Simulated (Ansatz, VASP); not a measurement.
**One calculation of FeSi, two programs**

The input POSCAR:

```
FeSi
1.0
    3.9463905743      0.0000000000      0.0000000000
    0.0000000000      3.9463905743      0.0000000000
    0.0000000000      0.0000000000      3.9463905743
Fe Si
4 4
Direct
    0.1436113690      0.1436113690      0.1436113690
    0.3563886310      0.8563886310      0.6436113690
    0.6436113690      0.3563886310      0.8563886310
    0.8563886310      0.6436113690      0.3563886310
    0.8443989367      0.8443989367      0.8443989367
    0.6556010633      0.1556010633      0.3443989367
    0.3443989367      0.6556010633      0.1556010633
    0.1556010633      0.3443989367      0.6556010633
```

Contents of INCAR.step1:

```
SYSTEM = FeSi
PREC = Accurate
ENCUT = 520
ISMEAR = 0
SIGMA = 0.05
LREAL = .FALSE.
LASPH = .TRUE.
NELM = 100
GGA = PE
ALGO = Normal
EDIFF = 1E-4
LWAVE = .TRUE.
LCHARG = .FALSE.
KPAR = 4
```

INCAR.step2

```
SYSTEM = FeSi
PREC = Accurate
ENCUT = 520
EDIFF = 1E-6
ISMEAR = 0
SIGMA = 0.05
LREAL = .FALSE.
LASPH = .TRUE.
NELM = 100
ALGO = Normal
ISIF = 2
LWAVE = .FALSE.
LCHARG = .FALSE.
METAGGA = R2SCAN
LMIXTAU = .TRUE.
IBRION = 2
NSW = 60
EDIFFG = -0.01
ISTART = 1
KPAR = 4
```

Contents of KPOINTS:

```
Automatic mesh
0
G
  8 8 8
  0 0 0
```

Input for Ansatz:

```yaml
crystal:
  lattice:
    - [3.9463905743, 0.0, 0.0]
    - [0.0, 3.9463905743, 0.0]
    - [0.0, 0.0, 3.9463905743]
  atoms:
    - { symbol: Fe, position: [0.143611369, 0.143611369, 0.143611369] }
    - { symbol: Fe, position: [0.356388631, 0.856388631, 0.643611369] }
    - { symbol: Fe, position: [0.643611369, 0.356388631, 0.856388631] }
    - { symbol: Fe, position: [0.856388631, 0.643611369, 0.356388631] }
    - { symbol: Si, position: [0.8443989367, 0.8443989367, 0.8443989367] }
    - { symbol: Si, position: [0.6556010633, 0.1556010633, 0.3443989367] }
    - { symbol: Si, position: [0.3443989367, 0.6556010633, 0.1556010633] }
    - { symbol: Si, position: [0.1556010633, 0.3443989367, 0.6556010633] }
basis:
  ecutwfc: 500
  ecutrho_ratio: 4
kpoints:
  mp_grid: { grid: [8, 8, 8] }
hamiltonian:
  xc: r2scan
scf:
  occupations: { method: gaussian, width: 0.05 }
output:
  forces: true
  stress: true
  eigenvalues: true
relax:
  f_tol: 0.01
  max_steps: 40
```

Alike in both runs: task relaxation of the atoms; functional r2SCAN; k mesh 8 × 8 × 8; occupations gaussian, width 0.05 eV; no spin polarisation.

|  | VASP | Ansatz |
| --- | --- | --- |
| version | VASP 6.6.1 | Ansatz 0.2.0 |
| potentials or method | VASP PAW PBE potentials, release 64 (Fe, Si), cutoff 520 eV | scalar-relativistic, plane waves, PAW |
| valence electrons in the cell | 48 | 80 |

|  | VASP | Ansatz | Ansatz less VASP |
| --- | --- | --- | --- |
| gap on the k mesh at the Fermi level, each at its own relaxed structure (eV) | 0.30 | 0.30 | +0.001 |

VASP's potentials were made for PBE, not for r2SCAN. VASP's potentials hold 48 valence electrons a cell and Ansatz's 80, so a difference there can come from the potentials and not from the codes. Ansatz's warnings: stress scf threshold loose.
